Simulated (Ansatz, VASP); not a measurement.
## One calculation of TiO2, two programs

```
CELL_PARAMETERS angstrom
-1.89418 1.89418 4.79508
1.89418 -1.89418 4.79508
1.89418 1.89418 -4.79508
ATOMIC_POSITIONS crystal
Ti 0.00000 0.00000 0.00000
Ti 0.75000 0.25000 0.50000
O 0.95782 0.45782 0.50000
O 0.20782 0.20782 0.00000
O 0.54218 0.04218 0.50000
O 0.79218 0.79218 0.00000
```

Alike in both runs: task single point; functional PBE; k mesh 10 × 10 × 10; occupations gaussian, width 0.02 eV; no spin polarisation.

|  | VASP | Ansatz |
| --- | --- | --- |
| version | VASP 6.6.1 | Ansatz 0.2.0 |
| potentials or method | VASP PAW PBE potentials, release 64 (Ti_sv, O), cutoff 520 eV | scalar-relativistic, plane waves, PAW |
| valence electrons in the cell | 48 | 48 |

Ansatz gave:

| Property | Result |
| --- | --- |
| gap on the k mesh at the Fermi level (eV) | 2.13 |
| least direct gap on the mesh (eV) | 2.45 |
| pressure (GPa) | 3.0 |
| rms of the force components (eV/Å) | 0.000 |

Problem. Which values does VASP return?

Solution. gap on the k mesh at the Fermi level (eV): 2.10; least direct gap on the mesh (eV): 2.43; pressure (GPa): 3.7; rms of the force components (eV/Å): 0.009.

Atom by atom the forces differ by 0.009 eV/Å (rms over components). With one functional, cell and mesh, what is left measures potentials, basis and numerics.
